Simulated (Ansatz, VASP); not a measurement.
## AlNi: VASP beside Ansatz

```
Al Ni
1.0
     2.83190    0.00000    0.00000
     0.00000    2.83190    0.00000
     0.00000    0.00000    2.83190
Al Ni
1 1
Cartesian
  0.0000 0.0000 0.0000
  1.4159 1.4159 1.4159
```

Alike in both runs: task relaxation of cell and atoms; functional LDA; k mesh 14 × 14 × 14; occupations gaussian, width 0.1 eV; no spin polarisation.

```csv
,VASP,Ansatz
version,VASP 6.6.1,Ansatz 0.2.0
potentials or method,"VASP PAW LDA potentials, release 64 (Al, Ni), cutoff 600 eV","scalar-relativistic, plane waves, PAW"
valence electrons in the cell,13,21
```

VASP gave:

* gap on the k mesh at the Fermi level, each at its own relaxed structure (eV): none
* relaxed volume (Å³/atom): 11.38
* relaxed cell length with the largest relative difference (Å): 2.834

Which values does Ansatz return?

gap on the k mesh at the Fermi level, each at its own relaxed structure (eV): none; relaxed volume (Å³/atom): 11.36; relaxed cell length with the largest relative difference (Å): 2.833.

LDA's correlation is that of Perdew and Zunger in VASP and of Perdew and Wang (1992) in Ansatz. A gap of «none» marks a metal or a gap that the smearing closes. VASP's potentials hold 13 valence electrons a cell and Ansatz's 21, so a difference there can come from the potentials and not from the codes.
